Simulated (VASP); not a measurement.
Here is a VASP 6.6.1 calculation.

Contents of INCAR:

```
SYSTEM = C11O
PREC     = Accurate       ! precision mode
ENCUT    = 520            ! plane-wave cutoff, eV
EDIFF    = 1E-6           ! SCF threshold, eV
ISMEAR   = 0              ! smearing method
SIGMA    = 0.05           ! smearing width, eV
LREAL    = .FALSE.        ! projectors in reciprocal space
LASPH    = .TRUE.         ! aspherical terms in the spheres
NELM     = 100            ! most SCF steps
ALGO     = Normal         ! electronic algorithm
ISIF     = 2              ! what is computed and relaxed
LWAVE    = .FALSE.        ! write WAVECAR
LCHARG   = .FALSE.        ! write CHGCAR
LDIPOL   = .TRUE.       
IDIPOL   = 3            
DIPOL    = 0.5 0.5 0.319
GGA      = PE             ! functional
IVDW     = 12             ! dispersion correction
NBANDS   = 37             ! bands
```

The input KPOINTS:

```
Automatic mesh
0
G
  8 7 1
  0 0 0
```

File POSCAR:

```
C11O
1.0
    3.6473242347      0.0000000000      0.0000000000
   -1.6658829406      3.9310150970      0.0000000000
    0.0000000000      0.0000000000     23.1809581692
C O
11 1
Direct
    0.5001799340      0.3333933113      0.1725554212
    0.4998200660      0.6666066887      0.1725554212
    0.5001799340      0.8333933113      0.2257231425
    0.4998200660      0.1666066887      0.2257231425
    0.5000212331      0.3353169669      0.2788716798
    0.4999787669      0.6646830331      0.2788716798
    0.5001286273      0.8366480408      0.3322552327
    0.4998713727      0.1633519592      0.3322552327
    0.4997623703      0.3544335274      0.3809574266
    0.5002376297      0.6455664726      0.3809574266
    1.2497623703      0.6044335274      0.5470420194
    1.2497623703      0.6044335274      0.4974323358
```

Potentials or basis: VASP PAW PBE potentials, release 64 (C, O).

The run is started by

```sh
$ cat potpaw_PBE.64/C/POTCAR potpaw_PBE.64/O/POTCAR > POTCAR
$ mpirun -np 1 vasp_std > vasp.out
```

(1) What does it give for the largest force?

(2) Predict the band gap on the k mesh.

(3) Estimate the dispersion energy per atom.

## Answers

(1) 6.780 eV/Å.

(2) zero (bands 25 and 26 overlap by 0.74 eV).

(3) -0.108 eV.
